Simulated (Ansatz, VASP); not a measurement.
**Two plane-wave programs on CdSe**

```
Cd Se
1.0
     0.00000    3.04966    3.04966
     3.04966    0.00000    3.04966
     3.04966    3.04966    0.00000
Cd Se
1 1
Cartesian
  0.0000 0.0000 0.0000
  1.5248 1.5248 1.5248
```

Alike in both runs: task single point; functional PBEsol; k mesh 8 × 8 × 8; occupations fermi-dirac, width 0.05 eV; non-collinear spin, spin-orbit coupling.

|  | VASP | Ansatz |
| --- | --- | --- |
| version | VASP 6.6.1 | Ansatz 0.2.0 |
| potentials or method | VASP PAW PBE potentials, release 64 (Cd, Se) | Ansatz PAW |
| plane-wave cutoff (eV) | 520 | 420 |
| valence electrons in the cell | 18 | 36 |

VASP gave:

* pressure (GPa): -0.1

Problem. What did Ansatz give for the same quantities?

Solution. Pressure (GPa): -0.5.

VASP's potentials were made for PBE, not for PBEsol. VASP's potentials hold 18 valence electrons a cell and Ansatz's 36, so a difference there can come from the potentials and not from the codes.
